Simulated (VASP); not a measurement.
Set up this calculation in VASP 6.6.1, as the native input.

| Quantity | Value |
| --- | --- |
| Task | relaxation of cell and atoms |
| Functional | PBE |
| Potentials or basis | VASP PAW PBE potentials, release 64 (Si, N) |
| Cutoff | 600 eV |
| k mesh | 6 × 6 × 6 |
| Occupations | gaussian, width 0.1 eV |
| Spin | collinear spin, ferromagnetic start |
| Starting moments | [0.0, 0.0, 0.0, 0.0, 1.0] μB |
| Dipole correction | no |
| Further INCAR settings | ALGO = Normal; EDIFF = 1e-07; IBRION = 2; EDIFFG = -0.04; NSW = 90; ISIF = 3 |

The structure of Si4N lies in POSCAR:

```
Si4N
1.0
   -2.0531494300      2.0531494300      5.1254185500
    2.0531494300     -2.0531494300      5.1254185500
    2.0531494300      2.0531494300     -5.1254185500
Si N
4 1
Direct
    0.7500000000      0.2500000000      0.5000000000
    0.2500000000      0.7500000000      0.5000000000
    0.3957200100      0.3957200100      0.0000000000
    0.6042799900      0.6042799900      0.0000000000
    0.0000000000      0.0000000000      0.0000000000
```

The cell was generated, and may not be a known phase.

The input as run:

INCAR

```
PREC = Accurate ; ENCUT = 600
EDIFF = 1E-7 ; ISMEAR = 0
SIGMA = 0.1 ; LREAL = False
LASPH = True ; NELM = 150
ALGO = Normal ; ISIF = 3
LWAVE = False ; LCHARG = False
ISPIN = 2 ; MAGMOM = 0 0 0 0 1
LORBIT = 11 ; GGA = PE
IBRION = 2 ; NSW = 90
EDIFFG = -0.04
```

KPOINTS

```
regular mesh
0
Gamma
  6 6 6
```

Potentials or basis: VASP PAW PBE potentials, release 64 (Si, N).

Launch:

```console
$ cat potpaw_PBE.64/Si/POTCAR potpaw_PBE.64/N/POTCAR > POTCAR
$ mpirun -np 1 vasp_std > vasp.out
```

Results of the run:

```
Relaxed volume                                        : 16.67 Å³/atom
Relaxed cell                                          : a = 5.455 Å, b = 5.455 Å, c = 5.455 Å, α = 133.72°, β = 133.72°, γ = 67.53°
Space group after relaxing (to 0.1 Å)                 : I4/mmm (No. 139)
Energy gained by relaxing                             : 146.5 meV/atom
Ionic steps                                           : 15
Pressure after relaxing                               : 0.0 GPa
Largest force after relaxing                          : 0.011 eV/Å
Net moment                                            : 2.04 μB per cell
Site moments                                          : Si +0.01, +0.04 (each value once); N +1.29 μB
Valence electrons inside the program's atomic spheres : Si 1.59, 1.68 (each value once); N 3.32
```

Wall time 44 min on 1 thread of Intel Xeon 8259CL, with other jobs on the host, peak memory 0.45 GiB.
